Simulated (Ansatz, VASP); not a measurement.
## AlCu: VASP beside Ansatz

POSCAR

```
AlCu
1.0
    2.9975090000      0.0074937725      0.0000000000
    0.0074937725      2.9975090000      0.0000000000
    0.0000000000      0.0000000000      2.9975090000
Al Cu
1 1
Direct
    0.0000000000      0.0000000000      0.0000000000
    0.5000000000      0.5000000000      0.5000000000
```

The input INCAR.step1:

```
  PREC = Accurate
  ENCUT = 520
  ISMEAR = 0
  SIGMA = 0.15
  LREAL = False
  LASPH = True
  NELM = 100
  NBANDS = 14
  GGA = PE
  ALGO = Normal
  EDIFF = 1E-4
  LWAVE = True
  LCHARG = False
```

INCAR.step2

```
  PREC = Accurate
  ENCUT = 520
  EDIFF = 1E-6
  ISMEAR = 0
  SIGMA = 0.15
  LREAL = False
  LASPH = True
  NELM = 100
  ALGO = Normal
  ISIF = 2
  LWAVE = False
  LCHARG = False
  METAGGA = R2SCAN
  LMIXTAU = True
  NBANDS = 14
  ISTART = 1
```

The input KPOINTS:

```
Automatic mesh
0
Gamma
  16 16 16
```

Input for Ansatz:

```yaml
crystal:
  lattice:
    - [2.997509, 0.0074937725, 0.0]
    - [0.0074937725, 2.997509, 0.0]
    - [0.0, 0.0, 2.997509]
  atoms:
    - { symbol: Al, position: [0.0, 0.0, 0.0] }
    - { symbol: Cu, position: [0.5, 0.5, 0.5] }
basis:
  ecutwfc: 500
kpoints:
  mp_grid: { grid: [16, 16, 16] }
hamiltonian:
  xc: r2scan
scf:
  occupations: { method: gaussian, width: 0.15 }
output:
  forces: true
  stress: true
  eigenvalues: true
```

Change from the starting cell: strain +0.0050 x Voigt [0, 0, 0, 0, 0, 1], atoms carried along.

Alike in both runs: task single point; functional r2SCAN; k mesh 16 × 16 × 16; occupations gaussian, width 0.15 eV; no spin polarisation.

|  | VASP | Ansatz |
| --- | --- | --- |
| version | VASP 6.6.1 | Ansatz 0.2.0 |
| potentials or method | VASP PAW PBE potentials, release 64 (Al, Cu), cutoff 520 eV | scalar-relativistic, plane waves, PAW |
| valence electrons in the cell | 14 | 22 |

```tsv
	VASP	Ansatz	Ansatz less VASP
gap on the k mesh at the Fermi level (eV)	none	none	-
pressure (GPa)	-4.9	-4.9	-0.04
traceless stress, the component that is largest in VASP (GPa)	-0.16	-0.16	-0.003
```

VASP's potentials were made for PBE, not for r2SCAN. A gap of «none» marks a metal or a gap that the smearing closes. VASP's potentials hold 14 valence electrons a cell and Ansatz's 22, so a difference there can come from the potentials and not from the codes.
